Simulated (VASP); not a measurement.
# Si5Ge2 in VASP: notebook, part 3 of 3

VASP 6.6.1. Earlier steps stand in the parts before.

### 5 Single point, PBE

The input, INCAR:

```
SYSTEM = Si5Ge2
PREC = Accurate
ENCUT = 500
EDIFF = 1E-6
ISMEAR = 0
SIGMA = 0.1
LREAL = .FALSE.
LASPH = .TRUE.
NELM = 120
ALGO = Normal
ISIF = 2
LWAVE = .FALSE.
LCHARG = .TRUE.
GGA = PE
LELF = .TRUE.
LVHAR = .TRUE.
NBANDS = 33
GGA_COMPAT = .FALSE.
```

The input, KPOINTS:

```
Automatic mesh
0
G
  3 3 3
  0 0 0
```

The input, POSCAR:

```
Si5Ge2
1.0
    3.2908328061      1.8999632065      4.3324306028
   -3.2908328061      1.8999632065      4.3324306028
    0.0000000000     -3.7999264129      4.3324306028
Si Ge
5 2
Direct
    0.1150475307      0.1150475307      0.1150475307
    0.8849524693      0.8849524693      0.8849524693
    0.7195908137      0.0000000000      0.2804091863
    0.2804091863      0.7195908137      0.0000000000
    0.0000000000      0.2804091863      0.7195908137
    0.6990692582      0.6990692582      0.6990692582
    0.3009307418      0.3009307418      0.3009307418
```

Potentials or basis: VASP PAW PBE potentials, release 64 (Si, Ge_d).

Launch:

```console
$ cat potpaw_PBE.64/Si/POTCAR potpaw_PBE.64/Ge_d/POTCAR > POTCAR
$ mpirun -np 1 vasp_std > vasp.out
```

OUTCAR:

```text
SYSTEM = Si5Ge2
   PREC = Accurate
   ENCUT = 500
   EDIFF = 1E-6
   ISMEAR = 0
   LREAL = .FALSE.
   LASPH = .TRUE.
   NELM = 120
   ISIF = 2
   GGA = PE

 ion  position               nearest neighbor table
   1  0.115  0.115  0.115-   5 2.38   4 2.38   3 2.38   7 2.42   2 2.99
   2  0.885  0.885  0.885-   3 2.38   4 2.38   5 2.38   6 2.42   1 2.99
   3  0.720  0.000  0.280-   2 2.38   1 2.38   7 2.42   6 2.42
   4  0.280  0.720  0.000-   1 2.38   2 2.38   6 2.42   7 2.42
   5  0.000  0.280  0.720-   1 2.38   2 2.38   6 2.42   7 2.42
   6  0.699  0.699  0.699-   2 2.42   5 2.42   3 2.42   4 2.42
   7  0.301  0.301  0.301-   1 2.42   3 2.42   5 2.42   4 2.42

  LATTYP: Found a trigonal (rhomboedric) cell.
 ALAT       =     5.7627593800
 COS(alpha) =     0.3478002030

  Lattice vectors:

 A1 = (   3.2908328061,   1.8999632065,   4.3324306028)
 A2 = (  -3.2908328061,   1.8999632065,   4.3324306028)
 A3 = (   0.0000000000,  -3.7999264129,   4.3324306028)

Analysis of symmetry for initial positions (statically):
=====================================================================
 Subroutine PRICEL returns:
 Original cell was already a primitive cell.

 Routine SETGRP: Setting up the symmetry group for a
 trigonal (rhombohedral) supercell.

 Subroutine GETGRP returns: Found  6 space group operations
 (whereof  6 operations were pure point group operations)
 out of a pool of 12 trial point group operations.

The static configuration has the point symmetry D_3 .

Analysis of symmetry for dynamics (positions and initial velocities):
=====================================================================
 Subroutine PRICEL returns:
 Original cell was already a primitive cell.

 Routine SETGRP: Setting up the symmetry group for a
[... 116 lines left out ...]
     AMIX     =   0.40;   BMIX     =  1.00
     AMIX_MAG =   1.60;   BMIX_MAG =  1.00
  volume/ion in A,a.u.               =      23.22       156.69
  Fermi-wavevector in a.u.,A,eV,Ry     =   1.090211  2.060200 16.171345  1.188560
  Thomas-Fermi vector in A             =   2.226431
   LORBIT       =      0    0 simple, 1 ext, 2 COOP (PROOUT), +10 PAW based schemes
   GGA     = PE    functional components
   LHFCALC =     F    Hartree Fock is set to
   AEXX    =    0.0000 exact exchange contribution
   IVDW    =     0    specifies the selected vdW correction
   LEPSILON=     F    determine dielectric tensor
   LRPA    =     F    only Hartree local field effects (RPA)
 non-spin polarized calculation
 Gauss-broadening in eV      SIGMA  =   0.10
  energy-cutoff  :      500.00
  volume of cell :      162.53
 maximum number of plane-waves:      4134
 NGX is ok and might be reduce to    42
   NGX = 21   NGY = 21   NGZ = 21

 number of electron      48.0000001 magnetization

 Free energy of the ion-electron system (eV)
  ---------------------------------------------------
  ext. energy  EPLUGINS =         0.00000000
  ---------------------------------------------------
  free energy    TOTEN  =       -34.82030835 eV

  energy without entropy =      -34.82030835  energy(sigma->0) =      -34.82030835

 E-fermi :   4.8061     XC(G=0):  -8.9381

 val. band max:        4.2956366602   @ k =   0.3333   0.3333   0.3333
 cond. band min:       5.2297688137   @ k =   0.0000   0.0000   0.0000
 fundamental gap:      0.9341321535
 Fermi energy:         4.8061000764

 k-point     1 :       0.0000    0.0000    0.0000
  band No.  band energies     occupation
      1     -19.8788      2.00000
      2     -19.8756      2.00000
      3     -19.8539      2.00000
      4     -19.8539      2.00000
      5     -19.8495      2.00000
      6     -19.8495      2.00000
[... 205 lines left out ...]
     32       8.4102      0.00000
     33       9.0157      0.00000

------------------------ aborting loop because EDIFF is reached ----------------------------------------

  FORCE on cell =-STRESS in cart. coord.  units (eV):
  Direction    XX          YY          ZZ          XY          YZ          ZX
  --------------------------------------------------------------------------------------
  -------------------------------------------------------------------------------------
  Total       -0.1071624     -0.1071624      0.2189050     -0.0000000      0.0000000      0.0000000
  in kB       -1.0563773     -1.0563773      2.1579049     -0.0000000      0.0000000      0.0000000
  external PRESSURE =       0.0150501 kB  Pullay stress =       0.0000000 kB

 VOLUME and BASIS-vectors are now :
 -----------------------------------------------------------------------------
  energy-cutoff  :      500.00
  volume of cell :      162.53
      direct lattice vectors                 reciprocal lattice vectors
     3.290832806  1.899963207  4.332430603     0.151937224  0.087720997  0.076939105
    -3.290832806  1.899963207  4.332430603    -0.151937224  0.087720997  0.076939105
     0.000000000 -3.799926413  4.332430603     0.000000000 -0.175441994  0.076939105

 POSITION                                       TOTAL-FORCE (eV/Angst)
 -----------------------------------------------------------------------------------
      0.00000      0.00000      1.49531         0.000000     -0.000000     -0.015847
      0.00000      0.00000     11.50199         0.000000      0.000000      0.015847
      2.36805      0.30166      4.33243         0.002213      0.003834      0.000000
     -1.44527      1.89996      4.33243        -0.004427      0.000000      0.000000
     -0.92278     -2.20163      4.33243         0.002213     -0.003834      0.000000
      0.00000      0.00000      9.08601         0.000000     -0.000000     -0.016323
      0.00000      0.00000      3.91128         0.000000      0.000000      0.016323
 -----------------------------------------------------------------------------------
    total drift:                               -0.000000      0.000000     -0.000000

  FREE ENERGIE OF THE ION-ELECTRON SYSTEM (eV)
  ---------------------------------------------------
  free  energy   TOTEN  =       -34.8203083500 eV

  energy  without entropy=      -34.8203083500  energy(sigma->0) =      -34.82030835
```

stdout:

```text
POSCAR found type information on POSCAR SiGe
 POSCAR found :  2 types and       7 ions
 scaLAPACK will be used
 LDA part: xc-table for (Slater+PW92), standard interpolation
 POSCAR, INCAR and KPOINTS ok, starting setup
 FFT: planning ... GRIDC
 FFT: planning ... GRID_SOFT
 FFT: planning ... GRID
 WAVECAR not read
 entering main loop
```

Wall time 50 s (1 thread of Intel Xeon Platinum 8259CL at 2.50GHz (Skylake/Cascade Lake), shared host); peak memory 0.25 GiB.

Results:

```yaml
Free_energy: -34.8203 eV
Pressure: 0.0 GPa
Largest_force: 0.016 eV/Å
Band_gap_on_the_k_mesh: 0.93 eV, indirect (least direct gap 1.57 eV)
```

Forces on the atoms (eV/Å):
```
Si   0.000  0.000 -0.016
Si   0.000  0.000  0.016
Si   0.002  0.004  0.000
Si  -0.004  0.000  0.000
Si   0.002 -0.004  0.000
Ge   0.000  0.000 -0.016
Ge   0.000  0.000  0.016
```

Stress tensor (GPa, compression positive):
```
-0.11  0.00  0.00
 0.00 -0.11  0.00
 0.00  0.00  0.22
```

A k mesh can miss the band edges. Expect the measured gap to be larger: semilocal functionals such as PBE lack the derivative discontinuity.

### 6 Summary

```tsv
cell	cutoff (eV)	smearing	gap on the mesh (eV)	pressure (GPa)	largest force (eV/Å)
a = 5.763 Å, angles 69.6°, 7 atoms	520	gaussian 0.2 eV	0.93	0.0	0.02
a = 5.782 Å, angles 69.3°, 7 atoms	520	gaussian 0.1 eV	0.92	-0.2	0.10
a = 5.776, b = 5.773, c = 5.775 Å, angles 69.4, 69.4, 69.4°, 7 atoms	520	gaussian 0.1 eV	0.93	0.0	0.01
a = 5.763 Å, angles 69.6°, 7 atoms	500	gaussian 0.1 eV	0.93	0.0	0.02
```

Alike in all rows: task single point; level PBE; potentials or basis VASP PAW PBE potentials, release 64 (Si, Ge_d); no spin polarisation; k mesh 3 × 3 × 3.

Total energies depend on the potentials used, so only differences within one code and one set of settings carry meaning.
